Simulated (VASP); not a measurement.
TaSi (CsCl type): relaxation of cell and atoms with PBEsol

Crystal: TaSi (CsCl type).

```
Ta Si
1.0
     2.96818    0.00000    0.00000
     0.00000    2.96818    0.00000
     0.00000    0.00000    2.96818
Ta Si
1 1
Direct
  0.00000 0.00000 0.00000
  0.50000 0.50000 0.50000
```

- Program: VASP 6.6.1
- Task: relaxation of cell and atoms
- Functional: PBEsol
- Potentials or basis: VASP PAW PBE potentials, release 64 (Ta_pv, Si)
- Cutoff: 600 eV
- k mesh: 14 × 14 × 14
- Occupations: fermi-dirac, width 0.05 eV
- Spin: no spin polarisation
- Dipole correction: no
- Further INCAR settings: ALGO = Normal; EDIFF = 1e-06; IBRION = 2; EDIFFG = -0.005; NSW = 60; ISIF = 3

| Quantity | Value |
| --- | --- |
| Relaxed volume | 15.28 Å³/atom |
| Relaxed cell | a = 3.126 Å, b = 3.126 Å, c = 3.126 Å, α = 90.00°, β = 90.00°, γ = 90.00° |
| Space group after relaxing (to 0.05 Å) | Pm-3m (No. 221) |
| Energy gained by relaxing | 251.4 meV/atom |
| Ionic steps | 20 |
| Pressure after relaxing | 0.0 GPa |

The path:
```tsv
step	energy change (eV)	largest force (eV/Å)	pressure (GPa)	volume (Å³)
1	0.0000	0.0000	41.76	26.15
2	0.8588	0.0000	-30.97	41.29
3	-0.4993	0.0000	-2.69	30.98
4	-0.5028	0.0000	-0.42	30.62
5	-0.5028	0.0000	0.18	30.52
6	-0.5028	0.0000	0.18	30.52
7	-0.5028	0.0000	0.18	30.52
8	-0.5028	0.0000	0.18	30.52
9	-0.5028	0.0000	0.17	30.52
10	-0.5028	0.0000	0.17	30.52
11	-0.5028	0.0000	0.17	30.52
12	-0.5028	0.0000	0.17	30.52
13	-0.5028	0.0000	0.17	30.52
14	-0.5028	0.0000	0.17	30.52
15	-0.5028	0.0000	0.17	30.53
16	-0.5028	0.0000	0.17	30.53
17	-0.5028	0.0000	0.17	30.53
18	-0.5029	0.0000	0.13	30.53
19	-0.5029	0.0000	0.08	30.54
20	-0.5029	0.0000	-0.04	30.56
```

Final structure:
```yaml
crystal:
  lattice:
    - [3.12643, 0.00000, 0.00000]
    - [0.00000, 3.12643, 0.00000]
    - [0.00000, 0.00000, 3.12643]
  atoms:
    - { symbol: Ta, position: [0.00000, 0.00000, 0.00000] }
    - { symbol: Si, position: [0.50000, 0.50000, 0.50000] }
```

Levels at points of the mesh, in eV from the Fermi level:
| k point | band 5 | band 6 | band 7 | band 8 | band 9 | band 10 |
| --- | --- | --- | --- | --- | --- | --- |
| (0.00, 0.00, 0.00) | -2.86 | -2.86 | 2.39 | 2.39 | 2.39 | 2.87 |
| (0.50, 0.00, 0.00) | -7.37 | -1.56 | -1.07 | -1.07 | 3.48 | 5.03 |
| (0.50, 0.50, 0.00) | -3.25 | -3.25 | -2.98 | 0.51 | 0.51 | 5.29 |
| (0.50, 0.50, 0.50) | -5.41 | -5.41 | -3.83 | 3.42 | 3.42 | 3.42 |

It took 58 s on 1 thread of Intel(R) Xeon(R) 6975P-C (Granite Rapids) (shared host), peak memory 0.18 GiB.

Caveat: the volume moved by over 15 % at a fixed basis, so the end points are rough; the PAW data sets were made with another functional, which shifts forces and pressure a little; spin-orbit coupling is left out, which moves the levels of the heavy elements.
